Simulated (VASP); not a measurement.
# LiBe2 in VASP: further runs, part 2 of 2

VASP 6.6.1. The steps go on from the part before.

## (3) Relaxation of cell and atoms, PBE

This run uses another cell than the first one: it holds 3 atoms, not 6.

The input, INCAR:

```
PREC = Accurate ; ENCUT = 600
EDIFF = 1E-6 ; ISMEAR = 0
SIGMA = 0.1 ; LREAL = F
LASPH = T ; NELM = 60
ALGO = Normal ; ISIF = 3
LWAVE = F ; LCHARG = F
GGA = PE ; IBRION = 2
NSW = 100 ; EDIFFG = -0.01
```

The input, KPOINTS:

```
Automatic mesh
0
Gamma
  12 12 20
```

The input, POSCAR:

```
LiBe2
1.0
    3.8470144569      0.0000000000      0.0000000000
   -1.9235072285      3.3316122484      0.0000000000
    0.0000000000      0.0000000000      2.1964208330
Li Be
1 2
Direct
    0.0000000000      0.0000000000      0.0000000000
    0.6666666667      0.3333333333      0.7068974079
    0.3333333333      0.6666666667      0.2931025921
```

Potentials or basis: VASP PAW PBE potentials, release 64 (Li_sv, Be).

On the command line:

```console
cat potpaw_PBE.64/Li_sv/POTCAR potpaw_PBE.64/Be/POTCAR > POTCAR
mpirun -np 1 vasp_std > vasp.out
```

OUTCAR:

```text
PREC = Accurate
   ENCUT = 600
   EDIFF = 1E-6
   ISMEAR = 0
   LREAL = F
   LASPH = T
   NELM = 60
   ISIF = 3
   GGA = PE
   IBRION = 2
   NSW = 100
   EDIFFG = -0.01

 ion  position               nearest neighbor table
   1  0.000  0.000  0.000-   2 2.31   3 2.31   2 2.31   3 2.31   2 2.31   3 2.31
   2  0.667  0.333  0.707-   1 2.31   1 2.31   1 2.31
   3  0.333  0.667  0.293-   1 2.31   1 2.31   1 2.31

  LATTYP: Found a hexagonal cell.
 ALAT       =     3.8470144569
 C/A-ratio  =     0.5709416634

  Lattice vectors:

 A1 = (   3.8470144569,   0.0000000000,   0.0000000000)
 A2 = (  -1.9235072285,   3.3316122484,   0.0000000000)
 A3 = (   0.0000000000,   0.0000000000,   2.1964208330)

Analysis of symmetry for initial positions (statically):
=====================================================================
 Subroutine PRICEL returns:
 Original cell was already a primitive cell.

 Routine SETGRP: Setting up the symmetry group for a
 hexagonal supercell.

 Subroutine GETGRP returns: Found 12 space group operations
 (whereof 12 operations were pure point group operations)
 out of a pool of 24 trial point group operations.

The static configuration has the point symmetry D_3d.

Analysis of symmetry for dynamics (positions and initial velocities):
=====================================================================
 Subroutine PRICEL returns:
 Original cell was already a primitive cell.

 Routine SETGRP: Setting up the symmetry group for a
 hexagonal supercell.

 Subroutine GETGRP returns: Found 12 space group operations
 (whereof 12 operations were pure point group operations)
 out of a pool of 24 trial point group operations.

The dynamic configuration has the point symmetry D_3d.

 Subroutine INISYM returns: Found 12 space group operations
 (whereof 12 operations are pure point group operations),
 and found     1 'primitive' translations

----------------------------------------------------------------------------------------

                                     Primitive cell

  volume of cell :      28.1510

  direct lattice vectors                    reciprocal lattice vectors
     3.847014457  0.000000000  0.000000000     0.259941836  0.150077489  0.000000000
    -1.923507229  3.331612248  0.000000000     0.000000000  0.300154978  0.000000000
     0.000000000  0.000000000  2.196420833     0.000000000  0.000000000  0.455286157

  length of vectors
     3.847014457  3.847014457  2.196420833     0.300154978  0.300154978  0.455286157

  position of ions in fractional coordinates (direct lattice)
     0.000000000  0.000000000  0.000000000
     0.666666667  0.333333333  0.706897408
     0.333333333  0.666666667  0.293102592

  ion indices of the primitive-cell ions
   primitive index   ion index
                 1           1
                 2           2
                 3           3

[... 52 lines left out ...]
 [... further k-points ...]
   k-points           NKPTS =    317   k-points in BZ     NKDIM =    317   number of bands    NBANDS=      7
   number of dos      NEDOS =    301   number of ions     NIONS =      3
   total plane-waves  NPLWV =  18432
   dimension x,y,z NGX =    32 NGY =   32 NGZ =   18
   dimension x,y,z NGXF=    64 NGYF=   64 NGZF=   36
   ions per type =               1   2
   NGX,Y,Z   is equivalent  to a cutoff of  13.83, 13.83, 13.62 a.u.
   NGXF,Y,Z  is equivalent  to a cutoff of  27.66, 27.66, 27.25 a.u.
 SYSTEM =  unknown system
   PREC   = accura    normal or accurate (medium, high low for compatibility)
   ISTART =      0    job   : 0-new  1-cont  2-samecut
   ICHARG =      2    charge: 1-file 2-atom 10-const
   ISPIN  =      1    spin polarized calculation?
   LNONCOLLINEAR =      F non collinear calculations
   LSORBIT =      F    spin-orbit coupling
   LASPH  =      T    aspherical Exc in radial PAW
   ENCUT  =  600.0 eV  44.10 Ry    6.64 a.u.   7.68  7.68  4.39*2*pi/ulx,y,z
   NELM   =     60;   NELMIN=  2; NELMDL= -5     # of ELM steps
   EDIFF  = 0.1E-05   stopping-criterion for ELM
   LREAL  =      F    real-space projection
   EDIFFG = -.1E-01   stopping-criterion for IOM
   NSW    =    100    number of steps for IOM
   IBRION =      2    ionic relax: 0-MD 1-quasi-New 2-CG
   NFREE  =      1    steps in history (QN), initial steepest desc. (CG)
   ISIF   =      3    stress and relaxation
   ISYM   =      2    0-nonsym 1-usesym 2-fastsym
   POTIM  = 0.5000    time-step for ionic-motion
   TEBEG  =    0.0;   TEEND  =   0.0 temperature during run
   PSTRESS=    0.0 pullay stress
   NELECT =       7.0000    total number of electrons
   NUPDOWN=      -1.0000    fix difference up-down
   EMIN   =  10.00;   EMAX   =-10.00  energy-range for DOS
   EFERMI =   0.00;   METHOD = LEGACY
   ISMEAR =     0;   SIGMA  =   0.10  broadening in eV -4-tet -1-fermi 0-gaus
   EFERMI_NEDOS =   21; number of points for ismear=-14 and -15
   IALGO  =     38    algorithm
   IMIX   =      4    mixing-type and parameters
     AMIX     =   0.40;   BMIX     =  1.00
     AMIX_MAG =   1.60;   BMIX_MAG =  1.00
  volume/ion in A,a.u.               =       9.38        63.32
  Fermi-wavevector in a.u.,A,eV,Ry     =   1.029460  1.945398 14.419296  1.059788
  Thomas-Fermi vector in A             =   2.163509
   LORBIT       =      0    0 simple, 1 ext, 2 COOP (PROOUT), +10 PAW based schemes
   GGA     = PE    functional components
   LHFCALC =     F    Hartree Fock is set to
   AEXX    =    0.0000 exact exchange contribution
   IVDW    =     0    specifies the selected vdW correction
   LEPSILON=     F    determine dielectric tensor
   LRPA    =     F    only Hartree local field effects (RPA)
 conjugate gradient relaxation of ions
 non-spin polarized calculation
 Gauss-broadening in eV      SIGMA  =   0.10
  energy-cutoff  :      600.00
  volume of cell :       28.15
 maximum number of plane-waves:       968
 NGX is ok and might be reduce to    32

--------------------------------------- Ionic step        1  -------------------------------------------

 number of electron       6.9999994 magnetization

 Free energy of the ion-electron system (eV)
  ---------------------------------------------------
  ext. energy  EPLUGINS =         0.00000000
  ---------------------------------------------------
  free energy    TOTEN  =        -9.03884997 eV

  energy without entropy =       -9.03723353  energy(sigma->0) =       -9.03804175

------------------------ aborting loop because EDIFF is reached ----------------------------------------

  FORCE on cell =-STRESS in cart. coord.  units (eV):
  Direction    XX          YY          ZZ          XY          YZ          ZX
  --------------------------------------------------------------------------------------
  -------------------------------------------------------------------------------------
  Total       -0.0425702     -0.0425702      0.0723137      0.0000000     -0.0000000      0.0000000
  in kB       -2.4228273     -2.4228273      4.1156424      0.0000000     -0.0000000      0.0000000
  external PRESSURE =      -0.2433374 kB  Pullay stress =       0.0000000 kB
[... 135 lines left out ...]
--------------------------------------- Ionic step        5  -------------------------------------------

 number of electron       6.9999994 magnetization

 Free energy of the ion-electron system (eV)
  ---------------------------------------------------
  ext. energy  EPLUGINS =         0.00000000
  ---------------------------------------------------
  free energy    TOTEN  =        -9.03912076 eV

  energy without entropy =       -9.03752425  energy(sigma->0) =       -9.03832251

 E-fermi :   4.3653     XC(G=0):  -9.7884

 val. band max:        4.3503059374   @ k =   0.0000   0.2500   0.3500
 cond. band min:       4.3913864835   @ k =  -0.0833   0.5000   0.3000
 fundamental gap:      0.0410805461
 Fermi energy:         4.3653131640

 k-point     1 :       0.0000    0.0000    0.0000
  band No.  band energies     occupation
      1     -41.1166      2.00000
      2      -3.7525      2.00000
      3       4.6165      0.00038
      4       4.6165      0.00038
      5       6.1804      0.00000
      6       6.1804      0.00000
      7       9.4692      0.00000
[... 221 lines left out ...]
 k-point    24 :       0.0000    0.1667    0.0500
  band No.  band energies     occupation
      1     -41.1124      2.00000
      2      -3.4562      2.00000
      3       2.8406      2.00000
      4       3.5129      2.00000
      5       7.1424      0.00000
      6       8.1316      0.00000
      7      10.7600      0.00000

 [... further k-points ...]

------------------------ aborting loop because EDIFF is reached ----------------------------------------

  FORCE on cell =-STRESS in cart. coord.  units (eV):
  Direction    XX          YY          ZZ          XY          YZ          ZX
  --------------------------------------------------------------------------------------
  -------------------------------------------------------------------------------------
  Total        0.0080686      0.0080686      0.0117617     -0.0000000     -0.0000000      0.0000000
  in kB        0.4598941      0.4598941      0.6703908     -0.0000000     -0.0000000      0.0000000
  external PRESSURE =       0.5300596 kB  Pullay stress =       0.0000000 kB
[... 18 lines left out ...]
  FREE ENERGIE OF THE ION-ELECTRON SYSTEM (eV)
  ---------------------------------------------------
  free  energy   TOTEN  =        -9.0391207629 eV

  energy  without entropy=       -9.0375242487  energy(sigma->0) =       -9.03832251

 reached required accuracy - stopping structural energy minimisation
```

OSZICAR:

```text
N       E                     dE             d eps       ncg     rms          rms(c)
DAV:   1     0.376541606253E+01    0.37654E+01   -0.26054E+03  4438   0.919E+02
DAV:   2    -0.872317299066E+01   -0.12489E+02   -0.12026E+02  6552   0.117E+02
DAV:   3    -0.910221892751E+01   -0.37905E+00   -0.36822E+00  6118   0.177E+01
[... 19 lines left out ...]
DAV:   2    -0.903908953828E+01   -0.58574E-06   -0.96942E-06  7560   0.314E-02
   4 F= -.90390895E+01 E0= -.90382818E+01  d E =-.454631E-04
       N       E                     dE             d eps       ncg     rms          rms(c)
DAV:   1    -0.903911917100E+01   -0.30218E-04   -0.23034E-03  4816   0.475E-01    0.176E-02
DAV:   2    -0.903912105634E+01   -0.18853E-05   -0.28496E-05  7574   0.552E-02    0.133E-02
DAV:   3    -0.903912076288E+01    0.29346E-06   -0.49962E-06  5929   0.149E-02
   5 F= -.90391208E+01 E0= -.90383225E+01  d E =-.766877E-04
```

It took 61 s on 1 thread of Intel Xeon 6975P-C (Granite Rapids), shared host; peak memory 0.21 GiB.

What came out:

- Free energy: -9.0391 eV
- Relaxed volume: 9.37 Å³/atom
- Relaxed cell: a = 3.843 Å, b = 3.843 Å, c = 2.198 Å, α = 90.00°, β = 90.00°, γ = 120.00°
- Space group after relaxing (to 0.1 Å): P-3m1 (No. 164)
- Energy gained by relaxing: 0.1 meV/atom
- Ionic steps: 5
- Pressure after relaxing: 0.1 GPa
- Band gap on the k mesh: zero (an odd number of electrons rules out a gap without spin polarisation)

The path:
```csv
step,energy change (eV),largest force (eV/Å),pressure (GPa),volume (Å³)
1,0.0000,0.0338,-0.02,28.15
2,-0.0002,0.0228,-0.03,28.15
3,-0.0002,0.0167,-0.04,28.14
4,-0.0002,0.0112,-0.02,28.13
5,-0.0003,0.0002,0.05,28.11
```

Final structure:
```
CELL_PARAMETERS angstrom
3.84299 0.00000 0.00000
-1.92150 3.32813 0.00000
0.00000 0.00000 2.19778
ATOMIC_POSITIONS crystal
Li 0.00000 0.00000 0.00000
Be 0.66667 0.33333 0.70972
Be 0.33333 0.66667 0.29028
```

Levels at points of the mesh, in eV from the Fermi level:
```csv
k point,band 1,band 2,band 3,band 4,band 5,band 6,band 7
"(0.00, 0.00, 0.00)",-45.48,-8.12,0.25,0.25,1.82,1.82,5.10
"(0.50, 0.00, 0.00)",-45.48,-6.42,-5.05,-2.32,3.10,9.86,11.30
"(0.00, 0.00, 0.50)",-45.32,-2.91,-2.43,6.30,6.41,6.41,7.38
"(0.50, 0.00, 0.50)",-45.32,-1.85,-1.06,0.86,3.55,4.92,5.20
```

Caveat: the cutoff is under 1.25 times the usual one of these potentials, so pressure, stress and relaxed cells hold a basis-set (Pulay) error.
